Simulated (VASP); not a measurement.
# Cs (P6_3/mmc) in VASP: further runs

Cs is run at these levels: PBEsol; tasks: single point.

Everything below comes from runs of VASP 6.6.1. Logs are shortened: lines on timing, memory, paths and dates and some standing lists are left out, and cuts for length are marked.

## (1) The cell of the first run

It takes space group P6_3/mmc (No. 194, hexagonal). Conventional cell: a = 5.367 Å, b = 5.367 Å, c = 16.756 Å, α = 90.00°, β = 90.00°, γ = 120.00°.

This isn't the form of Cs at room conditions, which is bcc.

## (2) Single point, PBEsol (strain along c alone, the other axes held: -4.5 %)

INCAR reads:

```
SYSTEM = Cs
PREC = Accurate ; ENCUT = 520
EDIFF = 1E-7 ; ISMEAR = 0
SIGMA = 0.1 ; LREAL = .FALSE.
LASPH = .TRUE. ; NELM = 60
ALGO = Fast ; ISIF = 2
LWAVE = .FALSE. ; LCHARG = .FALSE.
GGA = PS ; NBANDS = 26
```

KPOINTS reads:

```
regular mesh
0
G
  12 12 4
  0 0 0
```

POSCAR reads:

```
Cs
1.0
    5.3666386631      0.0000000000      0.0000000000
   -2.6833193315      4.6476454151      0.0000000000
    0.0000000000      0.0000000000     16.7564471976
Cs
4
Direct
    0.0000000000      0.0000000000      0.0000000000
    0.3333333333      0.6666666667      0.2500000000
    0.0000000000      0.0000000000      0.5000000000
    0.6666666667      0.3333333333      0.7500000000
```

Potentials or basis: VASP PAW PBE potentials, release 64 (Cs_sv).

Started as:

```sh
$ cat potpaw_PBE.64/Cs_sv/POTCAR > POTCAR
$ mpirun -np 1 vasp_std > vasp.out
```

OUTCAR:

```text
SYSTEM = Cs
   PREC = Accurate
   ENCUT = 520
   EDIFF = 1E-7
   ISMEAR = 0
   LREAL = .FALSE.
   LASPH = .TRUE.
   NELM = 60
   ISIF = 2
   GGA = PS

 ion  position               nearest neighbor table
   1  0.000  0.000  0.000-
   2  0.333  0.667  0.250-
   3  0.000  0.000  0.500-
   4  0.667  0.333  0.750-

  LATTYP: Found a hexagonal cell.
 ALAT       =     5.3666386631
 C/A-ratio  =     3.1223356461

  Lattice vectors:

 A1 = (   5.3666386631,   0.0000000000,   0.0000000000)
 A2 = (  -2.6833193315,   4.6476454151,   0.0000000000)
 A3 = (   0.0000000000,   0.0000000000,  16.7564471976)

Analysis of symmetry for initial positions (statically):
=====================================================================
 Subroutine PRICEL returns:
 Original cell was already a primitive cell.

 Routine SETGRP: Setting up the symmetry group for a
 hexagonal supercell.

 Subroutine GETGRP returns: Found 24 space group operations
 (whereof 12 operations were pure point group operations)
 out of a pool of 24 trial point group operations.

The static configuration has the point symmetry D_3d.
 The point group associated with its full space group is D_6h.

Analysis of symmetry for dynamics (positions and initial velocities):
=====================================================================
 Subroutine PRICEL returns:
 Original cell was already a primitive cell.

 Routine SETGRP: Setting up the symmetry group for a
 hexagonal supercell.

 Subroutine GETGRP returns: Found 24 space group operations
 (whereof 12 operations were pure point group operations)
 out of a pool of 24 trial point group operations.

The dynamic configuration has the point symmetry D_3d.
 The point group associated with its full space group is D_6h.

 Subroutine INISYM returns: Found 24 space group operations
 (whereof 12 operations are pure point group operations),
 and found     1 'primitive' translations

----------------------------------------------------------------------------------------

                                     Primitive cell

  volume of cell :     417.9432

  direct lattice vectors                    reciprocal lattice vectors
     5.366638663  0.000000000  0.000000000     0.186336376  0.107581357  0.000000000
    -2.683319331  4.647645415  0.000000000     0.000000000  0.215162714  0.000000000
     0.000000000  0.000000000 16.756447198     0.000000000  0.000000000  0.059678522

  length of vectors
     5.366638663  5.366638663 16.756447198     0.215162714  0.215162714  0.059678522

  position of ions in fractional coordinates (direct lattice)
     0.000000000  0.000000000  0.000000000
     0.333333333  0.666666667  0.250000000
     0.000000000  0.000000000  0.500000000
     0.666666667  0.333333333  0.750000000

  ion indices of the primitive-cell ions
   primitive index   ion index
                 1           1
                 2           2
                 3           3
                 4           4

----------------------------------------------------------------------------------------

 KPOINTS: regular mesh

Automatic generation of k-mesh.
 Grid dimensions read from file:
 generate k-points for:   12   12    4

 Generating k-lattice:

  Cartesian coordinates                     Fractional coordinates (reciprocal lattice)
     0.015528031  0.008965113  0.000000000     0.083333333  0.000000000  0.000000000
     0.000000000  0.017930226  0.000000000     0.000000000  0.083333333  0.000000000
     0.000000000  0.000000000  0.014919630     0.000000000  0.000000000  0.250000000

  Length of vectors
     0.017930226  0.017930226  0.014919630

  Shift w.r.t. Gamma in fractional coordinates (k-lattice)
     0.000000000  0.000000000  0.000000000

 Subroutine IBZKPT returns following result:
 ===========================================

 Found     57 irreducible k-points:

 Following reciprocal coordinates:
            Coordinates               Weight
  0.000000  0.000000  0.000000      1.000000
  0.083333 -0.000000  0.000000      6.000000
  0.166667  0.000000  0.000000      6.000000
  0.250000  0.000000  0.000000      6.000000
  0.333333  0.000000  0.000000      6.000000
  0.416667 -0.000000  0.000000      6.000000
[... 16 lines left out ...]
  0.250000  0.000000  0.250000     12.000000
  0.333333  0.000000  0.250000     12.000000
 [... further k-points ...]
   k-points           NKPTS =     57   k-points in BZ     NKDIM =     57   number of bands    NBANDS=     26
   number of dos      NEDOS =    301   number of ions     NIONS =      4
   total plane-waves  NPLWV = 201600
   dimension x,y,z NGX =    40 NGY =   40 NGZ =  126
   dimension x,y,z NGXF=    80 NGYF=   80 NGZF=  252
   ions per type =               4
   NGX,Y,Z   is equivalent  to a cutoff of  12.39, 12.39, 12.50 a.u.
   NGXF,Y,Z  is equivalent  to a cutoff of  24.78, 24.78, 25.00 a.u.
 SYSTEM =  Cs
   PREC   = accura    normal or accurate (medium, high low for compatibility)
   ISTART =      0    job   : 0-new  1-cont  2-samecut
   ICHARG =      2    charge: 1-file 2-atom 10-const
   ISPIN  =      1    spin polarized calculation?
   LNONCOLLINEAR =      F non collinear calculations
   LSORBIT =      F    spin-orbit coupling
   LASPH  =      T    aspherical Exc in radial PAW
   ENCUT  =  520.0 eV  38.22 Ry    6.18 a.u.   9.98  9.98 31.16*2*pi/ulx,y,z
   NELM   =     60;   NELMIN=  2; NELMDL= -5     # of ELM steps
   EDIFF  = 0.1E-06   stopping-criterion for ELM
   LREAL  =      F    real-space projection
   EDIFFG = 0.1E-05   stopping-criterion for IOM
   NSW    =      0    number of steps for IOM
   IBRION =     -1    ionic relax: 0-MD 1-quasi-New 2-CG
   NFREE  =      0    steps in history (QN), initial steepest desc. (CG)
   ISIF   =      2    stress and relaxation
   ISYM   =      2    0-nonsym 1-usesym 2-fastsym
   POTIM  = 0.5000    time-step for ionic-motion
   TEBEG  =    0.0;   TEEND  =   0.0 temperature during run
   PSTRESS=    0.0 pullay stress
   NELECT =      36.0000    total number of electrons
   NUPDOWN=      -1.0000    fix difference up-down
   EMIN   =  10.00;   EMAX   =-10.00  energy-range for DOS
   EFERMI =   0.00;   METHOD = LEGACY
   ISMEAR =     0;   SIGMA  =   0.10  broadening in eV -4-tet -1-fermi 0-gaus
   EFERMI_NEDOS =   21; number of points for ismear=-14 and -15
   IALGO  =     68    algorithm
   IMIX   =      4    mixing-type and parameters
     AMIX     =   0.40;   BMIX     =  1.00
     AMIX_MAG =   1.60;   BMIX_MAG =  1.00
  volume/ion in A,a.u.               =     104.49       705.11
  Fermi-wavevector in a.u.,A,eV,Ry     =   0.722997  1.366266  7.112103  0.522725
  Thomas-Fermi vector in A             =   1.813102
   LORBIT       =      0    0 simple, 1 ext, 2 COOP (PROOUT), +10 PAW based schemes
   GGA     = PS    functional components
   LHFCALC =     F    Hartree Fock is set to
   AEXX    =    0.0000 exact exchange contribution
   IVDW    =     0    specifies the selected vdW correction
   LEPSILON=     F    determine dielectric tensor
   LRPA    =     F    only Hartree local field effects (RPA)
 non-spin polarized calculation
 RMM-DIIS sequential band-by-band and
 Gauss-broadening in eV      SIGMA  =   0.10
  energy-cutoff  :      520.00
  volume of cell :      417.94
 maximum number of plane-waves:     11346
 NGX is ok and might be reduce to    40
   NGX = 19   NGY = 19   NGZ = 63

 number of electron      36.0000001 magnetization

 Free energy of the ion-electron system (eV)
  ---------------------------------------------------
  ext. energy  EPLUGINS =         0.00000000
  ---------------------------------------------------
  free energy    TOTEN  =        -3.77373382 eV

  energy without entropy =       -3.74930229  energy(sigma->0) =       -3.76151806

 E-fermi :   0.6110     XC(G=0):  -5.7318

 val. band max:        0.6078812352   @ k =   0.1667   0.0833   0.5000
 cond. band min:       0.6122868583   @ k =   0.4167  -0.0000   0.0000
 fundamental gap:      0.0044056231
 Fermi energy:         0.6109606212

 k-point     1 :       0.0000    0.0000    0.0000
  band No.  band energies     occupation
      1     -23.1718      2.00000
      2     -23.1662      2.00000
      3     -23.1657      2.00000
      4     -23.1600      2.00000
      5     -10.0779      2.00000
      6      -9.9761      2.00000
[... 18 lines left out ...]
     25       2.9218      0.00000
     26       2.9720      0.00000

 k-point     2 :       0.0833   -0.0000    0.0000
  band No.  band energies     occupation
      1     -23.1713      2.00000
      2     -23.1658      2.00000
      3     -23.1653      2.00000
      4     -23.1599      2.00000
      5     -10.0736      2.00000
      6      -9.9784      2.00000
[... 18 lines left out ...]
     25       2.8509      0.00000
     26       2.9859      0.00000

 k-point     3 :       0.1667    0.0000    0.0000
  band No.  band energies     occupation
      1     -23.1698      2.00000
      2     -23.1649      2.00000
      3     -23.1644      2.00000
      4     -23.1594      2.00000
      5     -10.0613      2.00000
      6      -9.9872      2.00000
[... 18 lines left out ...]
     25       2.5535      0.00000
     26       2.5998      0.00000

 k-point     4 :       0.2500    0.0000    0.0000
  band No.  band energies     occupation
      1     -23.1677      2.00000
      2     -23.1636      2.00000
      3     -23.1631      2.00000
      4     -23.1589      2.00000
      5     -10.0439      2.00000
      6     -10.0073      2.00000
[... 18 lines left out ...]
     25       2.2961      0.00000
     26       2.3192      0.00000
[... 496 lines left out ...]
      1     -23.1695      2.00000
      2     -23.1666      2.00000
      3     -23.1626      2.00000
      4     -23.1598      2.00000
      5     -10.0557      2.00000
      6     -10.0156      2.00000
[... 18 lines left out ...]
     25       2.5744      0.00000
     26       2.6576      0.00000

 k-point    23 :       0.2500    0.0000    0.2500
  band No.  band energies     occupation
      1     -23.1674      2.00000
      2     -23.1650      2.00000
      3     -23.1616      2.00000
      4     -23.1593      2.00000
      5     -10.0414      2.00000
      6     -10.0213      2.00000
[... 18 lines left out ...]
     25       2.3597      0.00000
     26       2.4165      0.00000

 k-point    24 :       0.3333    0.0000    0.2500
  band No.  band energies     occupation
      1     -23.1652      2.00000
      2     -23.1634      2.00000
      3     -23.1607      2.00000
      4     -23.1589      2.00000
      5     -10.0399      2.00000
      6     -10.0260      2.00000
[... 18 lines left out ...]
     25       2.2058      0.00000
     26       2.3338      0.00000

 [... further k-points ...]
[... 5 lines left out ...]
  --------------------------------------------------------------------------------------
  -------------------------------------------------------------------------------------
  Total        0.1411625      0.1411625      0.4527509      0.0000000     -0.0000000      0.0000000
  in kB        0.5411438      0.5411438      1.7356118      0.0000000     -0.0000000      0.0000000
  external PRESSURE =       0.9392998 kB  Pullay stress =       0.0000000 kB

 VOLUME and BASIS-vectors are now :
 -----------------------------------------------------------------------------
  energy-cutoff  :      520.00
  volume of cell :      417.94
      direct lattice vectors                 reciprocal lattice vectors
     5.366638663  0.000000000  0.000000000     0.186336376  0.107581357  0.000000000
    -2.683319331  4.647645415  0.000000000     0.000000000  0.215162714  0.000000000
     0.000000000  0.000000000 16.756447198     0.000000000  0.000000000  0.059678522

 POSITION                                       TOTAL-FORCE (eV/Angst)
 -----------------------------------------------------------------------------------
      0.00000      0.00000      0.00000         0.000000      0.000000     -0.000000
     -0.00000      3.09843      4.18911        -0.000000      0.000000      0.000000
      0.00000      0.00000      8.37822         0.000000      0.000000     -0.000000
      2.68332      1.54922     12.56734         0.000000     -0.000000     -0.000000
 -----------------------------------------------------------------------------------
    total drift:                                0.000000      0.000000     -0.000000

  FREE ENERGIE OF THE ION-ELECTRON SYSTEM (eV)
  ---------------------------------------------------
  free  energy   TOTEN  =        -3.7737338187 eV

  energy  without entropy=       -3.7493022922  energy(sigma->0) =       -3.76151806
```

It took 5.6 min on 1 thread of Intel Xeon 6975P-C (Granite Rapids), shared host; peak memory 0.74 GiB.

What came out:

```
Free energy            : -3.7737 eV
Pressure               : 0.1 GPa
Band gap on the k mesh : zero (bands 18 and 19 overlap by 1.72 eV)
```

Caveat: the cell differs from its parent crystal (strain along c alone, the other axes held: -4.5 %); the PAW data sets were made with another functional, which shifts forces and pressure a little; spin-orbit coupling is left out, which moves the levels of the heavy elements.

## (3) Single point, PBEsol (strain along c alone, the other axes held: -3.0 %)

INCAR reads:

```
PREC = Accurate
ENCUT = 520
EDIFF = 1E-6
ISMEAR = 0
SIGMA = 0.1
LREAL = False
LASPH = True
NELM = 60
ALGO = Fast
ISIF = 2
LWAVE = False
LCHARG = False
GGA = PS
NBANDS = 26
```

KPOINTS reads:

```
Automatic mesh
0
Gamma
  12 12 4
```

POSCAR, as its differences from that of step 2:

```diff
@@ -4,3 +4,3 @@
    -2.6833193315      4.6476454151      0.0000000000
-    0.0000000000      0.0000000000     16.7564471976
+    0.0000000000      0.0000000000     17.0196374678
 Cs
```

Potentials or basis: VASP PAW PBE potentials, release 64 (Cs_sv).

Started as:

```sh
$ cat potpaw_PBE.64/Cs_sv/POTCAR > POTCAR
$ mpirun -np 1 vasp_std > vasp.out
```

It took 5.3 min on 1 thread of Intel Xeon 6975P-C (Granite Rapids), shared host; peak memory 0.75 GiB.

It converged, with:

| Item | Value |
| --- | --- |
| Free energy | -3.7797 eV |
| Pressure | 0.1 GPa |
| Band gap on the k mesh | zero (bands 18 and 19 overlap by 1.74 eV) |

Levels at points of the mesh, in eV from the Fermi level:
| k point | band 16 | band 17 | band 18 | band 19 | band 20 | band 21 |
| --- | --- | --- | --- | --- | --- | --- |
| (0.00, 0.00, 0.00) | -10.49 | -1.76 | -1.07 | -1.07 | -0.01 | 0.94 |
| (0.50, 0.00, 0.00) | -10.52 | -0.06 | 0.12 | 0.20 | 0.29 | 0.81 |
| (0.00, 0.00, 0.50) | -10.50 | -1.58 | -1.58 | -0.41 | -0.41 | 1.22 |
| (0.50, 0.00, 0.50) | -10.53 | 0.02 | 0.02 | 0.25 | 0.25 | 0.85 |

Caveat: the cell differs from its parent crystal (strain along c alone, the other axes held: -3.0 %); the PAW data sets were made with another functional, which shifts forces and pressure a little; spin-orbit coupling is left out, which moves the levels of the heavy elements.
